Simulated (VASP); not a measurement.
A run of VASP 6.6.1 is set up as follows.

Contents of INCAR:

```
SYSTEM = Cu
PREC     = Accurate       ! precision mode
ENCUT    = 520            ! plane-wave cutoff, eV
EDIFF    = 1E-7           ! SCF threshold, eV
ISMEAR   = -1             ! smearing method
SIGMA    = 0.06122561905347299 ! smearing width, eV
LREAL    = .FALSE.        ! projectors in reciprocal space
LASPH    = .TRUE.         ! aspherical terms in the spheres
NELM     = 100            ! most SCF steps
ALGO     = Normal         ! electronic algorithm
ISIF     = 2              ! what is computed and relaxed
LWAVE    = .FALSE.        ! write WAVECAR
LCHARG   = .TRUE.         ! write CHGCAR
GGA      = PE             ! functional
LELF     = .TRUE.         ! ELF
LVHAR    = .TRUE.       
NBANDS   = 12             ! bands
```

KPOINTS

```
Automatic mesh
0
G
  53 53 53
  0 0 0
```

POSCAR

```
Cu
1.0
   -1.4424582657      1.4424582657      1.4424582657
    1.4424582657     -1.4424582657      1.4424582657
    1.4424582657      1.4424582657     -1.4424582657
Cu
1
Direct
    0.0000000000      0.0000000000      0.0000000000
```

Potentials or basis: VASP PAW PBE potentials, release 64 (Cu).

The run is started by

```bash
$ cat potpaw_PBE.64/Cu/POTCAR > POTCAR
$ mpirun -np 1 vasp_std > vasp.out
```

(1) Predict the pressure.

Results:

(1) 0.6 GPa.
